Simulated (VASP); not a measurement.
Here is a VASP 6.6.1 calculation.

The input INCAR:

```
SYSTEM = Hf2N
PREC     = Accurate       ! precision mode
ENCUT    = 600            ! plane-wave cutoff, eV
EDIFF    = 1E-6           ! SCF threshold, eV
ISMEAR   = 0              ! smearing method
SIGMA    = 0.05           ! smearing width, eV
LREAL    = .False.        ! projectors in reciprocal space
LASPH    = .True.         ! aspherical terms in the spheres
NELM     = 100            ! most SCF steps
ALGO     = Normal         ! electronic algorithm
ISIF     = 4              ! what is computed and relaxed
LWAVE    = .False.        ! write WAVECAR
LCHARG   = .False.        ! write CHGCAR
GGA      = PS             ! functional
IBRION   = 2              ! ionic algorithm
NSW      = 60             ! ionic steps
EDIFFG   = -0.02          ! ionic threshold
```

Contents of KPOINTS:

```
Automatic mesh
0
Gamma
  4 4 8
  0 0 0
```

POSCAR

```
Hf2N
1.0
    5.3131235274      0.0000000000      0.0000000000
    0.0000000000      5.3131235274      0.0000000000
    0.0000000000      0.0000000000      3.2420980895
Hf N
4 2
Direct
    0.2955363700      0.2955363700      0.0000000000
    0.7044636300      0.7044636300      0.0000000000
    0.7955363700      0.2044636300      0.5000000000
    0.2044636300      0.7955363700      0.5000000000
    0.0000000000      0.0000000000      0.0000000000
    0.5000000000      0.5000000000      0.5000000000
```

Potentials or basis: VASP PAW PBE potentials, release 64 (Hf_pv, N).

Run with:

```sh
$ cat potpaw_PBE.64/Hf_pv/POTCAR potpaw_PBE.64/N/POTCAR > POTCAR
$ mpirun -np 1 vasp_std > vasp.out
```

Q: Predict the band gap on the k mesh.

A: Zero (bands 25 and 26 overlap by 2.68 eV).

Forces in eV/Å, atoms in the order of the input:
```
Hf  -0.004 -0.004  0.000
Hf   0.004  0.004  0.000
Hf  -0.004  0.004  0.000
Hf   0.004 -0.004  0.000
N    0.000  0.000  0.000
N    0.000  0.000  0.000
```

Caveat: the PAW data sets were made with another functional, which shifts forces and pressure a little; spin-orbit coupling is left out, which moves the levels of the heavy elements.
